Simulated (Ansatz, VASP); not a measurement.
**One calculation of Ta2NbO2, two programs**

```xyz
5
Lattice="-2.1238 2.1238 4.2020 2.1238 -2.1238 4.2020 2.1238 2.1238 -4.2020" Properties=species:S:1:pos:R:3 pbc="T T T"
Ta    0.0000    2.1238    2.1010
Ta    2.1238    0.0000    2.1010
Nb    0.0000    0.0000    0.0000
O     0.0000    0.0000    6.2323
O     0.0000    0.0000    2.1717
```

Change from the starting cell: species swapped into the NdMn2Si2 type (I4/mmm, No. 139).

Alike in both runs: functional PBE; k mesh 6 × 6 × 6; occupations gaussian, width 0.1 eV; no spin polarisation.

Ansatz relaxed the structure, and its values are those at the end. VASP's run is a single point on that final structure, the one shown.

|  | VASP | Ansatz |
| --- | --- | --- |
| version | VASP 6.6.1 | Ansatz 0.2.0 |
| potentials or method | VASP PAW PBE potentials, release 64 (Ta_sv_GW, Nb_sv, O), cutoff 600 eV | scalar-relativistic, plane waves, PAW |
| valence electrons in the cell | 51 | 51 |

Ansatz gave:

- gap on the k mesh at the Fermi level (eV): none
- pressure (GPa): 0.2

**Question.** Which values does VASP return?

**Answer.** gap on the k mesh at the Fermi level (eV): none; pressure (GPa): 0.0.

A gap of «none» marks a metal or a gap that the smearing closes.

Neither program's run includes spin-orbit coupling.
